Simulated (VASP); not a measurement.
# NaI (P1) in VASP: single point with r2SCAN

Aim: the single point of NaI with r2SCAN.

Everything below comes from runs of VASP 6.6.1. Logs are shortened: lines on timing, memory, paths and dates and some standing lists are left out, and cuts for length are marked.

## 1. The cell of the first run

The typed cell holds 16 atoms: a = 9.135 Å, b = 9.135 Å, c = 9.135 Å, α = 60.00°, β = 60.00°, γ = 60.00°.

## 2. Single point, r2SCAN

The input, POSCAR:

```
NaI
1.0
    0.0000000000      6.4594410906      6.4594410906
    6.4594410906      0.0000000000      6.4594410906
    6.4594410906      6.4594410906      0.0000000000
Na I
8 8
Direct
    0.0059497408     -0.0018492312     -0.0031547621
   -0.0080995398     -0.0025120594      0.4999564908
   -0.0009801932      0.4999176329     -0.0079218154
    0.0010449821      0.5006990473      0.4947482228
    0.4966846133     -0.0004803821      0.0089258497
    0.4891222717      0.0058662196      0.4991044047
    0.5078697141      0.4981230504      0.0010819048
    0.5009273952      0.4998472708      0.5059721041
    0.2477665602      0.2484184742      0.2522390834
    0.2479559729      0.2489113187      0.7503828786
    0.2495206594      0.7508174364      0.2488853103
    0.2487658727      0.7481744058      0.7529875158
    0.7539297025      0.2501836424      0.2478196608
    0.7498202913      0.2523753955      0.7507231558
    0.7538215662      0.7478156287      0.2472915191
    0.7497746991      0.7533739269      0.7499041221
```

The input, INCAR.step1:

```
SYSTEM = NaI
ALGO     = Normal         ! electronic algorithm
EDIFF    = 1E-4           ! SCF threshold, eV
ENCUT    = 520            ! plane-wave cutoff, eV
GGA      = PE             ! functional
ISMEAR   = -1             ! smearing method
LASPH    = .TRUE.         ! aspherical terms in the spheres
LCHARG   = .FALSE.        ! write CHGCAR
LREAL    = Auto         
LWAVE    = .TRUE.         ! write WAVECAR
NBANDS   = 70             ! bands
NELM     = 80             ! most SCF steps
PREC     = Accurate       ! precision mode
SIGMA    = 0.146          ! smearing width, eV
```

The input, INCAR.step2:

```
SYSTEM = NaI
ALGO     = Normal         ! electronic algorithm
EDIFF    = 1E-6           ! SCF threshold, eV
ENCUT    = 520            ! plane-wave cutoff, eV
ISIF     = 2              ! what is computed and relaxed
ISMEAR   = -1             ! smearing method
ISTART   = 1            
LASPH    = .TRUE.         ! aspherical terms in the spheres
LCHARG   = .FALSE.        ! write CHGCAR
LMIXTAU  = .TRUE.       
LREAL    = Auto         
LWAVE    = .FALSE.        ! write WAVECAR
METAGGA  = R2SCAN         ! meta-GGA
NBANDS   = 70             ! bands
NELM     = 80             ! most SCF steps
PREC     = Accurate       ! precision mode
SIGMA    = 0.146          ! smearing width, eV
```

The input, KPOINTS:

```
k-points
0
G
  2 2 2
  0 0 0
```

Potentials or basis: VASP PAW PBE potentials, release 64 (Na_pv, I).

Launch:

```console
cat potpaw_PBE.64/Na_pv/POTCAR potpaw_PBE.64/I/POTCAR > POTCAR
cp INCAR.step1 INCAR
mpirun -np 1 vasp_std > vasp.out
cp INCAR.step2 INCAR
mpirun -np 1 vasp_std > vasp.out
```

OUTCAR:

```text
SYSTEM = NaI
   EDIFF = 1E-6
   ENCUT = 520
   ISIF = 2
   ISMEAR = -1
   ISTART = 1
   LASPH = .TRUE.
   LREAL = Auto
   METAGGA = R2SCAN
   NELM = 80
   PREC = Accurate

 ion  position               nearest neighbor table
   1  0.006  0.998  0.997-
   2  0.992  0.997  0.500-  16 3.14  13 3.17
   3  0.999  0.500  0.992-  16 3.18
   4  0.001  0.501  0.495-
   5  0.497  1.000  0.009-   9 3.18
   6  0.489  0.006  0.499-   9 3.15
   7  0.508  0.498  0.001-
   8  0.501  0.500  0.506-
   9  0.248  0.248  0.252-   6 3.15   5 3.18
  10  0.248  0.249  0.750-
  11  0.250  0.751  0.249-
  12  0.249  0.748  0.753-
  13  0.754  0.250  0.248-   2 3.17
  14  0.750  0.252  0.751-
  15  0.754  0.748  0.247-
  16  0.750  0.753  0.750-   2 3.14   3 3.18

  LATTYP: Found a face centered cubic cell.
 ALAT       =    12.9188821812

  Lattice vectors:

 A1 = (   0.0000000000,   6.4594410906,   6.4594410906)
 A2 = (   6.4594410906,   0.0000000000,   6.4594410906)
 A3 = (   6.4594410906,   6.4594410906,   0.0000000000)

Analysis of symmetry for initial positions (statically):
=====================================================================
 Subroutine PRICEL returns:
 Original cell was already a primitive cell.

 Routine SETGRP: Setting up the symmetry group for a
 face centered cubic supercell.

 Subroutine GETGRP returns: Found  1 space group operations
 (whereof  1 operations were pure point group operations)
 out of a pool of 48 trial point group operations.

The static configuration has the point symmetry C_1 .

Analysis of symmetry for dynamics (positions and initial velocities):
=====================================================================
 Subroutine PRICEL returns:
 Original cell was already a primitive cell.

 Routine SETGRP: Setting up the symmetry group for a
 face centered cubic supercell.

 Subroutine GETGRP returns: Found  1 space group operations
 (whereof  1 operations were pure point group operations)
 out of a pool of 48 trial point group operations.

The dynamic configuration has the point symmetry C_1 .

 Subroutine INISYM returns: Found  1 space group operations
 (whereof  1 operations are pure point group operations),
 and found     1 'primitive' translations

----------------------------------------------------------------------------------------

                                     Primitive cell

  volume of cell :     539.0323

  direct lattice vectors                    reciprocal lattice vectors
     0.000000000  6.459441091  6.459441091    -0.077406078  0.077406078  0.077406078
     6.459441091  0.000000000  6.459441091     0.077406078 -0.077406078  0.077406078
     6.459441091  6.459441091  0.000000000     0.077406078  0.077406078 -0.077406078

  length of vectors
     9.135029196  9.135029196  9.135029196     0.134071260  0.134071260  0.134071260

  position of ions in fractional coordinates (direct lattice)
     0.005949741  0.998150769  0.996845238
     0.991900460  0.997487941  0.499956491
     0.999019807  0.499917633  0.992078185
     0.001044982  0.500699047  0.494748223
     0.496684613  0.999519618  0.008925850
     0.489122272  0.005866220  0.499104405
[... 8 lines left out ...]
     0.753821566  0.747815629  0.247291519
     0.749774699  0.753373927  0.749904122

  ion indices of the primitive-cell ions
   primitive index   ion index
                 1           1
                 2           2
                 3           3
                 4           4
                 5           5
                 6           6
[... 8 lines left out ...]
                15          15
                16          16

----------------------------------------------------------------------------------------

 KPOINTS: k-points

Automatic generation of k-mesh.
 Grid dimensions read from file:
 generate k-points for:    2    2    2

 Generating k-lattice:

  Cartesian coordinates                     Fractional coordinates (reciprocal lattice)
    -0.038703039  0.038703039  0.038703039     0.500000000  0.000000000  0.000000000
     0.038703039 -0.038703039  0.038703039     0.000000000  0.500000000  0.000000000
     0.038703039  0.038703039 -0.038703039     0.000000000  0.000000000  0.500000000

  Length of vectors
     0.067035630  0.067035630  0.067035630

  Shift w.r.t. Gamma in fractional coordinates (k-lattice)
     0.000000000  0.000000000  0.000000000

 Subroutine IBZKPT returns following result:
 ===========================================

 Found      8 irreducible k-points:

 Following reciprocal coordinates:
            Coordinates               Weight
  0.000000  0.000000  0.000000      1.000000
  0.500000  0.000000  0.000000      1.000000
  0.000000  0.500000  0.000000      1.000000
  0.000000  0.000000  0.500000      1.000000
  0.500000  0.500000  0.500000      1.000000
  0.500000  0.500000  0.000000      1.000000
  0.000000  0.500000  0.500000      1.000000
  0.500000  0.000000  0.500000      1.000000
   k-points           NKPTS =      8   k-points in BZ     NKDIM =      8   number of bands    NBANDS=     70
   number of dos      NEDOS =    301   number of ions     NIONS =     16
   total plane-waves  NPLWV = 343000
   dimension x,y,z NGX =    70 NGY =   70 NGZ =   70
   dimension x,y,z NGXF=   140 NGYF=  140 NGZF=  140
   ions per type =               8   8
   NGX,Y,Z   is equivalent  to a cutoff of  12.74, 12.74, 12.74 a.u.
   NGXF,Y,Z  is equivalent  to a cutoff of  25.48, 25.48, 25.48 a.u.
 SYSTEM =  NaI
   PREC   = accura    normal or accurate (medium, high low for compatibility)
   ISTART =      1    job   : 0-new  1-cont  2-samecut
   ICHARG =      0    charge: 1-file 2-atom 10-const
   ISPIN  =      1    spin polarized calculation?
   LNONCOLLINEAR =      F non collinear calculations
   LSORBIT =      F    spin-orbit coupling
   LASPH  =      T    aspherical Exc in radial PAW
   ENCUT  =  520.0 eV  38.22 Ry    6.18 a.u.  16.99 16.99 16.99*2*pi/ulx,y,z
   NELM   =     80;   NELMIN=  2; NELMDL=  0     # of ELM steps
   EDIFF  = 0.1E-05   stopping-criterion for ELM
   LREAL  =      T    real-space projection
   EDIFFG = 0.1E-04   stopping-criterion for IOM
   NSW    =      0    number of steps for IOM
   IBRION =     -1    ionic relax: 0-MD 1-quasi-New 2-CG
   NFREE  =      0    steps in history (QN), initial steepest desc. (CG)
   ISIF   =      2    stress and relaxation
   ISYM   =      2    0-nonsym 1-usesym 2-fastsym
   POTIM  = 0.5000    time-step for ionic-motion
   TEBEG  =    0.0;   TEEND  =   0.0 temperature during run
   PSTRESS=    0.0 pullay stress
   NELECT =     112.0000    total number of electrons
   NUPDOWN=      -1.0000    fix difference up-down
   EMIN   =  10.00;   EMAX   =-10.00  energy-range for DOS
   EFERMI =   0.00;   METHOD = LEGACY
   ISMEAR =    -1;   SIGMA  =   0.15  broadening in eV -4-tet -1-fermi 0-gaus
   EFERMI_NEDOS =   21; number of points for ismear=-14 and -15
   IALGO  =     38    algorithm
   IMIX   =      4    mixing-type and parameters
     AMIX     =   0.40;   BMIX     =  1.00
     AMIX_MAG =   1.60;   BMIX_MAG =  1.00
  volume/ion in A,a.u.               =      33.69       227.35
  Fermi-wavevector in a.u.,A,eV,Ry     =   0.969637  1.832348 12.792145  0.940196
  Thomas-Fermi vector in A             =   2.099706
   LORBIT       =      0    0 simple, 1 ext, 2 COOP (PROOUT), +10 PAW based schemes
   METAGGA = R2SCAN    functional components
   LHFCALC =     F    Hartree Fock is set to
   AEXX    =    0.0000 exact exchange contribution
   IVDW    =     0    specifies the selected vdW correction
   LEPSILON=     F    determine dielectric tensor
   LRPA    =     F    only Hartree local field effects (RPA)
 non-spin polarized calculation
  energy-cutoff  :      520.00
  volume of cell :      539.03
 maximum number of plane-waves:     14512
 NGX is ok and might be reduce to    70
   NGX = 33   NGY = 33   NGZ = 33

 number of electron     112.0000015 magnetization

 Free energy of the ion-electron system (eV)
  ---------------------------------------------------
  ext. energy  EPLUGINS =         0.00000000
  ---------------------------------------------------
  free energy    TOTEN  =      -248.63035883 eV

  energy without entropy =     -248.63035779  energy(sigma->0) =     -248.63035831

 E-fermi :   2.9367     XC(G=0):  -8.0933

 val. band max:        0.5288607717   @ k =   0.0000   0.0000   0.0000
 cond. band min:       4.9819191546   @ k =   0.0000   0.0000   0.0000
 fundamental gap:      4.4530583830
 Fermi energy:         2.9366719933

 k-point     1 :       0.0000    0.0000    0.0000
  band No.  band energies     occupation
      1     -22.7514      2.00000
      2     -22.7503      2.00000
      3     -22.7499      2.00000
      4     -22.7486      2.00000
      5     -22.7482      2.00000
      6     -22.7480      2.00000
[... 60 lines left out ...]
     67       6.5385      0.00000
     68       8.5989      0.00000

 k-point     2 :       0.5000    0.0000    0.0000
  band No.  band energies     occupation
      1     -22.7513      2.00000
      2     -22.7503      2.00000
      3     -22.7498      2.00000
      4     -22.7485      2.00000
      5     -22.7482      2.00000
      6     -22.7479      2.00000
[... 60 lines left out ...]
     67       7.8486      0.00000
     68       7.8580      0.00000

 k-point     3 :       0.0000    0.5000    0.0000
  band No.  band energies     occupation
      1     -22.7507      2.00000
      2     -22.7502      2.00000
      3     -22.7498      2.00000
      4     -22.7489      2.00000
      5     -22.7485      2.00000
      6     -22.7480      2.00000
[... 344 lines left out ...]
     67       8.1945      0.00000
     68       8.2050      0.00000

 k-point     8 :       0.5000    0.0000    0.5000
  band No.  band energies     occupation
      1     -22.7512      2.00000
      2     -22.7502      2.00000
      3     -22.7497      2.00000
      4     -22.7484      2.00000
      5     -22.7482      2.00000
      6     -22.7479      2.00000
[... 60 lines left out ...]
     67       8.2056      0.00000
     68       8.2069      0.00000
 [bands above 68 left out]

------------------------ aborting loop because EDIFF is reached ----------------------------------------

  FORCE on cell =-STRESS in cart. coord.  units (eV):
  Direction    XX          YY          ZZ          XY          YZ          ZX
  --------------------------------------------------------------------------------------
  -------------------------------------------------------------------------------------
  Total        0.0146455      0.0864623      0.0360578      0.0010978     -0.0121800      0.0100274
  in kB        0.0435311      0.2569936      0.1071755      0.0032630     -0.0362029      0.0298047
  external PRESSURE =       0.1359001 kB  Pullay stress =       0.0000000 kB

 VOLUME and BASIS-vectors are now :
 -----------------------------------------------------------------------------
  energy-cutoff  :      520.00
  volume of cell :      539.03
      direct lattice vectors                 reciprocal lattice vectors
     0.000000000  6.459441091  6.459441091    -0.077406078  0.077406078  0.077406078
     6.459441091  0.000000000  6.459441091     0.077406078 -0.077406078  0.077406078
     6.459441091  6.459441091  0.000000000     0.077406078  0.077406078 -0.077406078

 POSITION                                       TOTAL-FORCE (eV/Angst)
 -----------------------------------------------------------------------------------
     12.88656      6.47750      6.48593         0.039108     -0.020002     -0.048856
      9.67265      9.63656     12.85034         0.024849      0.067367      0.077973
      9.63746     12.86138      9.68230         0.049479      0.049407      0.007524
      6.43003      3.20255      3.24099         0.045299      0.020362     -0.002930
      6.51399      3.26596      9.66464        -0.042527     -0.037527      0.041688
      3.26183      6.38339      3.19735        -0.059801      0.086323      0.034646
[... 8 lines left out ...]
      6.42784      6.46663      9.69974         0.057920     -0.011361     -0.011496
      9.71034      9.68709      9.70950        -0.017828     -0.067941     -0.052381
 -----------------------------------------------------------------------------------
    total drift:                               -0.012021     -0.014869      0.016163

  FREE ENERGIE OF THE ION-ELECTRON SYSTEM (eV)
  ---------------------------------------------------
  free  energy   TOTEN  =      -248.6303588329 eV

  energy  without entropy=     -248.6303577943  energy(sigma->0) =     -248.63035831
```

It took 13 min on 1 thread of Intel Xeon 6975P-C (Granite Rapids), shared host; peak memory 0.86 GiB.

What came out:

| Item | Value |
| --- | --- |
| Free energy | -248.6304 eV |
| Pressure | 0.0 GPa |
| Largest force | 0.111 eV/Å |
| Band gap on the k mesh | 4.45 eV |

Forces on the atoms (eV/Å):
```
Na   0.039 -0.020 -0.049
Na   0.025  0.067  0.078
Na   0.049  0.049  0.008
Na   0.045  0.020 -0.003
Na  -0.043 -0.038  0.042
Na  -0.060  0.086  0.035
Na   0.007 -0.049 -0.049
Na  -0.049 -0.046  0.010
I   -0.007 -0.040  0.023
I   -0.010  0.018  0.063
I   -0.013  0.057 -0.012
I   -0.029 -0.011  0.019
I    0.031 -0.031 -0.069
I   -0.026  0.016 -0.032
I    0.058 -0.011 -0.011
I   -0.018 -0.068 -0.052
```

Caveat: the k points lie up to 0.42 Å⁻¹ apart; the PAW data sets were made with another functional, which shifts forces and pressure a little; spin-orbit coupling is left out, which moves the levels of the heavy elements.
